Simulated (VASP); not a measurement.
Au: single point with PBEsol

Au:

```xyz
1
Lattice="2.7980 0.0000 0.0000 0.0000 2.7980 0.0000 0.0000 0.0000 2.7980" Properties=species:S:1:pos:R:3 pbc="T T T"
Au    0.0000    0.0000    0.0000
```

This cell differs from its parent crystal: volume scaled by 1.12.

```json
{
  "Program": "VASP 6.6.1",
  "Task": "single point",
  "Functional": "PBEsol",
  "Potentials or basis": "VASP PAW PBE potentials, release 64 (Au)",
  "Cutoff": "520 eV",
  "k mesh": "13 × 13 × 13",
  "Occupations": "fermi-dirac, width 0.1 eV",
  "Spin": "no spin polarisation"
}
```

| Property | Result |
| --- | --- |
| Pressure | -10.9 GPa |

Levels at points of the mesh, in eV from the Fermi level:
| k point | band 4 | band 5 | band 6 | band 7 | band 8 | band 9 |
| --- | --- | --- | --- | --- | --- | --- |
| (0.00, 0.00, 0.00) | -1.34 | -1.34 | -1.34 | 13.57 | 13.57 | 13.57 |

It took 9 s on 1 thread of AMD EPYC 9R45 96-Core Processor (Zen 5), with other jobs on the host, peak memory 0.12 GiB.

Caveat: the PAW data sets were made with another functional, which shifts forces and pressure a little; spin-orbit coupling is left out, which moves the levels of the heavy elements.
